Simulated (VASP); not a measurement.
# AlN (F-43m) in VASP: single point with PBEsol

Aim: the single point of AlN with PBEsol.

Program: VASP 6.6.1. These are calculated values, not measurements. Logs are shortened: lines on timing, memory, paths and dates and some standing lists are left out, and cuts for length are marked.

### Step 1. The cell of the first run

Symmetry: F-43m, No. 216, cubic system. The conventional cell has a = 4.368 Å, b = 4.368 Å, c = 4.368 Å, α = 90.00°, β = 90.00°, γ = 90.00°. Al (site symmetry -43m) has 4 N at 1.89 Å within 2.5 Å. N (site symmetry -43m) has 4 Al at 1.89 Å within 2.5 Å.

### Step 2. Single point, PBEsol

INCAR

```
SYSTEM = AlN
PREC = Accurate
ENCUT = 520
EDIFF = 1E-6
ISMEAR = 0
SIGMA = 0.01
LREAL = .False.
LASPH = .True.
NELM = 100
ALGO = Normal
ISIF = 2
LWAVE = .False.
LCHARG = .False.
GGA = PS
NBANDS = 11
```

KPOINTS

```
Automatic mesh
0
Gamma
  4 4 4
  0 0 0
```

POSCAR

```
AlN
1.0
    0.0000000000      2.1839940000      2.1839940000
    2.1839940000      0.0000000000      2.1839940000
    2.1839940000      2.1839940000      0.0000000000
Al N
1 1
Direct
    0.0000000000      0.0000000000      0.0000000000
    0.7500000000      0.7500000000      0.7500000000
```

Potentials or basis: VASP PAW PBE potentials, release 64 (Al, N).

Started as:

```sh
$ cat potpaw_PBE.64/Al/POTCAR potpaw_PBE.64/N/POTCAR > POTCAR
$ mpirun -np 1 vasp_std > vasp.out
```

OUTCAR:

```text
SYSTEM = AlN
   PREC = Accurate
   ENCUT = 520
   EDIFF = 1E-6
   ISMEAR = 0
   LREAL = .False.
   LASPH = .True.
   NELM = 100
   ISIF = 2
   GGA = PS

 ion  position               nearest neighbor table
   1  0.000  0.000  0.000-   2 1.89   2 1.89   2 1.89   2 1.89
   2  0.750  0.750  0.750-   1 1.89   1 1.89   1 1.89   1 1.89

  LATTYP: Found a face centered cubic cell.
 ALAT       =     4.3679880000

  Lattice vectors:

 A1 = (   0.0000000000,   2.1839940000,   2.1839940000)
 A2 = (   2.1839940000,   0.0000000000,   2.1839940000)
 A3 = (   2.1839940000,   2.1839940000,   0.0000000000)

Analysis of symmetry for initial positions (statically):
=====================================================================
 Subroutine PRICEL returns:
 Original cell was already a primitive cell.

 Routine SETGRP: Setting up the symmetry group for a
 face centered cubic supercell.

 Subroutine GETGRP returns: Found 24 space group operations
 (whereof 24 operations were pure point group operations)
 out of a pool of 48 trial point group operations.

The static configuration has the point symmetry T_d .

Analysis of symmetry for dynamics (positions and initial velocities):
=====================================================================
 Subroutine PRICEL returns:
 Original cell was already a primitive cell.

 Routine SETGRP: Setting up the symmetry group for a
 face centered cubic supercell.

 Subroutine GETGRP returns: Found 24 space group operations
 (whereof 24 operations were pure point group operations)
 out of a pool of 48 trial point group operations.

The dynamic configuration has the point symmetry T_d .

 Subroutine INISYM returns: Found 24 space group operations
 (whereof 24 operations are pure point group operations),
 and found     1 'primitive' translations

----------------------------------------------------------------------------------------

                                     Primitive cell

  volume of cell :      20.8346

  direct lattice vectors                    reciprocal lattice vectors
     0.000000000  2.183994000  2.183994000    -0.228938358  0.228938358  0.228938358
     2.183994000  0.000000000  2.183994000     0.228938358 -0.228938358  0.228938358
     2.183994000  2.183994000  0.000000000     0.228938358  0.228938358 -0.228938358

  length of vectors
     3.088633935  3.088633935  3.088633935     0.396532868  0.396532868  0.396532868

[... 70 lines left out ...]
   ISYM   =      2    0-nonsym 1-usesym 2-fastsym
   POTIM  = 0.5000    time-step for ionic-motion
   TEBEG  =    0.0;   TEEND  =   0.0 temperature during run
   PSTRESS=    0.0 pullay stress
   NELECT =       8.0000    total number of electrons
   NUPDOWN=      -1.0000    fix difference up-down
   EMIN   =  10.00;   EMAX   =-10.00  energy-range for DOS
   EFERMI =   0.00;   METHOD = LEGACY
   ISMEAR =     0;   SIGMA  =   0.01  broadening in eV -4-tet -1-fermi 0-gaus
   EFERMI_NEDOS =   21; number of points for ismear=-14 and -15
   IALGO  =     38    algorithm
   IMIX   =      4    mixing-type and parameters
     AMIX     =   0.40;   BMIX     =  1.00
     AMIX_MAG =   1.60;   BMIX_MAG =  1.00
  volume/ion in A,a.u.               =      10.42        70.30
  Fermi-wavevector in a.u.,A,eV,Ry     =   1.189899  2.248583 19.263936  1.415859
  Thomas-Fermi vector in A             =   2.325996
   LORBIT       =      0    0 simple, 1 ext, 2 COOP (PROOUT), +10 PAW based schemes
   GGA     = PS    functional components
   LHFCALC =     F    Hartree Fock is set to
   AEXX    =    0.0000 exact exchange contribution
   IVDW    =     0    specifies the selected vdW correction
   LEPSILON=     F    determine dielectric tensor
   LRPA    =     F    only Hartree local field effects (RPA)
 non-spin polarized calculation
 Gauss-broadening in eV      SIGMA  =   0.01
  energy-cutoff  :      520.00
  volume of cell :       20.83
 maximum number of plane-waves:       568
 NGX is ok and might be reduce to    24
   NGX = 11   NGY = 11   NGZ = 11

 number of electron       8.0000000 magnetization

 Free energy of the ion-electron system (eV)
  ---------------------------------------------------
  ext. energy  EPLUGINS =         0.00000000
  ---------------------------------------------------
  free energy    TOTEN  =       -15.57178204 eV

  energy without entropy =      -15.57178204  energy(sigma->0) =      -15.57178204

 E-fermi :   5.9619     XC(G=0): -11.1229

 val. band max:        5.9102680229   @ k =   0.0000   0.0000   0.0000
 cond. band min:       9.0671834868   @ k =   0.5000   0.5000   0.0000
 fundamental gap:      3.1569154639
 Fermi energy:         5.9618900632

 k-point     1 :       0.0000    0.0000    0.0000
  band No.  band energies     occupation
      1      -9.0563      2.00000
      2       5.9103      2.00000
      3       5.9103      2.00000
      4       5.9103      2.00000
      5      10.0281      0.00000
      6      18.3505      0.00000
      7      18.3505      0.00000
      8      18.3505      0.00000
      9      23.4700      0.00000
     10      23.4700      0.00000
     11      24.8221      0.00000
[... 85 lines left out ...]
 k-point     8 :      -0.2500    0.5000    0.2500
  band No.  band energies     occupation
      1      -6.2589      2.00000
      2       2.0967      2.00000
      3       2.4129      2.00000
      4       3.1615      2.00000
      5      11.8341      0.00000
      6      17.1647      0.00000
      7      17.7638      0.00000
      8      18.0330      0.00000
      9      23.0365      0.00000
     10      24.6493      0.00000
     11      30.8591      0.00000

------------------------ aborting loop because EDIFF is reached ----------------------------------------

  FORCE on cell =-STRESS in cart. coord.  units (eV):
  Direction    XX          YY          ZZ          XY          YZ          ZX
  --------------------------------------------------------------------------------------
  -------------------------------------------------------------------------------------
  Total        0.1785322      0.1785322      0.1785322      0.0000000      0.0000000      0.0000000
  in kB       13.7291209     13.7291209     13.7291209      0.0000000      0.0000000      0.0000000
  external PRESSURE =      13.7291209 kB  Pullay stress =       0.0000000 kB

 VOLUME and BASIS-vectors are now :
 -----------------------------------------------------------------------------
  energy-cutoff  :      520.00
  volume of cell :       20.83
      direct lattice vectors                 reciprocal lattice vectors
     0.000000000  2.183994000  2.183994000    -0.228938358  0.228938358  0.228938358
     2.183994000  0.000000000  2.183994000     0.228938358 -0.228938358  0.228938358
     2.183994000  2.183994000  0.000000000     0.228938358  0.228938358 -0.228938358

 POSITION                                       TOTAL-FORCE (eV/Angst)
 -----------------------------------------------------------------------------------
      0.00000      0.00000      0.00000        -0.000000     -0.000000      0.000000
      3.27599      3.27599      3.27599         0.000000      0.000000     -0.000000
 -----------------------------------------------------------------------------------
    total drift:                               -0.000000     -0.000000     -0.000000

  FREE ENERGIE OF THE ION-ELECTRON SYSTEM (eV)
  ---------------------------------------------------
  free  energy   TOTEN  =       -15.5717820424 eV

  energy  without entropy=      -15.5717820424  energy(sigma->0) =      -15.57178204
```

OSZICAR:

```text
N       E                     dE             d eps       ncg     rms          rms(c)
DAV:   1     0.103529415696E+02    0.10353E+02   -0.37393E+03   176   0.599E+02
DAV:   2    -0.169826031121E+02   -0.27336E+02   -0.26650E+02   219   0.137E+02
DAV:   3    -0.178292169962E+02   -0.84661E+00   -0.84578E+00   218   0.230E+01
DAV:   4    -0.178334609468E+02   -0.42440E-02   -0.42438E-02   200   0.180E+00
DAV:   5    -0.178335107744E+02   -0.49828E-04   -0.49827E-04   218   0.189E-01    0.832E+00
DAV:   6    -0.156158995805E+02    0.22176E+01   -0.10750E+01   208   0.163E+01    0.286E+00
DAV:   7    -0.155901181887E+02    0.25781E-01   -0.15474E-01   200   0.300E+00    0.203E+00
DAV:   8    -0.155729078829E+02    0.17210E-01   -0.26690E-02   200   0.153E+00    0.545E-01
DAV:   9    -0.155717649479E+02    0.11429E-02   -0.31980E-03   209   0.348E-01    0.234E-01
DAV:  10    -0.155717793852E+02   -0.14437E-04   -0.26615E-04   194   0.108E-01    0.122E-02
DAV:  11    -0.155717821280E+02   -0.27429E-05   -0.20772E-06   221   0.124E-02    0.151E-02
DAV:  12    -0.155717820424E+02    0.85615E-07   -0.28524E-07   109   0.419E-03
   1 F= -.15571782E+02 E0= -.15571782E+02  d E =-.706293E-15
```

stdout:

```text
POSCAR found type information on POSCAR AlN
 POSCAR found :  2 types and       2 ions
 scaLAPACK will be used
 -----------------------------------------------------------------------------
|                                                                             |
|                                                                             |
|     You enforced a specific xc type in the INCAR file but a different       |
|     I HOPE YOU KNOW WHAT YOU ARE DOING!                                     |
|                                                                             |
 -----------------------------------------------------------------------------

 LDA part: xc-table for (Slater+PW92), standard interpolation
 POSCAR, INCAR and KPOINTS ok, starting setup
 FFT: planning ... GRIDC
 FFT: planning ... GRID_SOFT
 FFT: planning ... GRID
 WAVECAR not read
 entering main loop
```

Wall time 1.8 s (1 thread of Intel Xeon 6975P-C, shared host); peak memory 0.13 GiB.

Results:

```
Free energy            : -15.5718 eV
Pressure               : 1.4 GPa
Band gap on the k mesh : 3.16 eV, indirect (least direct gap 4.12 eV)
```

Levels at points of the mesh, in eV from the valence-band top:
```csv
k point,band 2,band 3,band 4,band 5,band 6,band 7
"(0.00, 0.00, 0.00)",0.00,0.00,0.00,4.12,12.44,12.44
"(0.50, 0.00, 0.00)",-5.93,-0.48,-0.48,7.26,9.75,11.01
"(0.50, 0.50, 0.00)",-4.96,-1.80,-1.80,3.16,8.45,13.87
```

Caveat: the k points lie up to 0.62 Å⁻¹ apart; the PAW data sets were made with another functional, which shifts forces and pressure a little. A k mesh can miss the band edges.
